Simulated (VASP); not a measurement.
Input of a VASP 6.6.1 run:

File INCAR:

```
PREC     = Accurate       # precision mode
ENCUT    = 520            # plane-wave cutoff, eV
EDIFF    = 1E-6           # SCF threshold, eV
ISMEAR   = -1             # smearing method
SIGMA    = 0.13605693000000002 # smearing width, eV
LREAL    = False          # projectors in reciprocal space
LASPH    = True           # aspherical terms in the spheres
NELM     = 100            # most SCF steps
ALGO     = Normal         # electronic algorithm
ISIF     = 2              # what is computed and relaxed
LWAVE    = False          # write WAVECAR
LCHARG   = True           # write CHGCAR
GGA      = PE             # functional
LELF     = True           # ELF
LVHAR    = True         
NBANDS   = 13             # bands
```

The input KPOINTS:

```
Automatic mesh
0
Gamma
  12 12 12
```

The input POSCAR:

```
Sn
1.0
    0.0000000000      2.4097979089      2.4097979089
    2.4097979089      0.0000000000      2.4097979089
    2.4097979089      2.4097979089      0.0000000000
Sn
1
Direct
    0.0000000000      0.0000000000      0.0000000000
```

Potentials or basis: VASP PAW PBE potentials, release 64 (Sn_d).

Command:

```bash
$ cat potpaw_PBE.64/Sn_d/POTCAR > POTCAR
$ mpirun -np 1 vasp_std > vasp.out
```

Estimate the band gap on the k mesh.

zero (band 7 reaches 15.25 eV, above the bottom of band 8 at 5.92 eV).

What does it give for the pressure?

0.0 GPa.

Caveat: spin-orbit coupling is left out, which moves the levels of the heavy elements.
